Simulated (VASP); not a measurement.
The system is TiO2.

```
CELL_PARAMETERS angstrom
6.15358 -1.88347 0.00000
6.15358 1.88347 0.00000
-1.92833 0.00000 6.32897
ATOMIC_POSITIONS crystal
Ti 0.90007 0.90007 0.28960
Ti 0.19529 0.19529 0.28376
Ti 0.09993 0.09993 0.71040
Ti 0.80471 0.80471 0.71624
O 0.36193 0.36193 0.29340
O 0.26349 0.26349 0.65250
O 0.86719 0.86719 0.99529
O 0.73651 0.73651 0.34750
O 0.94165 0.94165 0.63002
O 0.13281 0.13281 0.00471
O 0.63807 0.63807 0.70660
O 0.05835 0.05835 0.36998
```

Program: VASP 6.6.1. Alike in all runs: task single point; potentials or basis VASP PAW PBE potentials, release 64 (Ti_sv, O); no spin polarisation; cell as given; k mesh 8 × 8 × 4; cutoff (eV) 520; smearing fermi-dirac 0.05 eV.

Problem. Order these runs on this cell by their pressure, lowest first.
A. level revPBE
B. level revPBE+D4
C. level BLYP
D. level SVWN5
E. level PBEsol

Solution. D (-11.1 GPa), E (-6.1 GPa), B (-4.1 GPa), A (2.5 GPa), C (4.2 GPa).

Caveats: the PAW data sets were made with another functional, which shifts forces and pressure a little; the cell stands under tension (at least some runs); the cell stands under pressure (at least some runs).
